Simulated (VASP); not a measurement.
SrC2, 3 atoms in the cell. Symmetry: R-3m, No. 166, trigonal system. The conventional cell has a = 4.833 Å, b = 4.833 Å, c = 7.197 Å, α = 90.00°, β = 90.00°, γ = 120.00°. Sr (site symmetry -3m) has 14 C at 2.84 to 3.35 Å and 6 Sr at 3.68 Å within 3.7 Å. Within 1.8 Å of C (site symmetry 3m) lie 1 C at 1.32 Å.  This cell differs from its parent crystal: strain -0.040 along x and y, +0.040 along z.

* Program: VASP 6.6.1
* Task: single point
* Functional: LDA
* Potentials or basis: VASP PAW LDA potentials, release 64 (Sr_sv, C)
* Cutoff: 520 eV
* k mesh: 9 × 9 × 9
* Occupations: gaussian, width 0.05 eV
* Spin: no spin polarisation
* Dipole correction: no
* Further INCAR settings: ALGO = Normal; EDIFF = 1e-06; NBANDS = 16

Potentials or basis: VASP PAW LDA potentials, release 64 (Sr_sv, C).

Run with:

```bash
$ cat potpaw_LDA.64/Sr_sv/POTCAR potpaw_LDA.64/C/POTCAR > POTCAR
$ mpirun -np 1 vasp_std > vasp.out
```

Hardware: 1 thread of Intel(R) Xeon(R) Platinum 8488C (Sapphire Rapids) (shared host).

Q: Estimate the wall time of this run.

A: Run time: 29 s on 1 thread of Intel(R) Xeon(R) Platinum 8488C (Sapphire Rapids) (shared host), peak memory 0.19 GiB. Counts: scf iterations 13, k points 85.
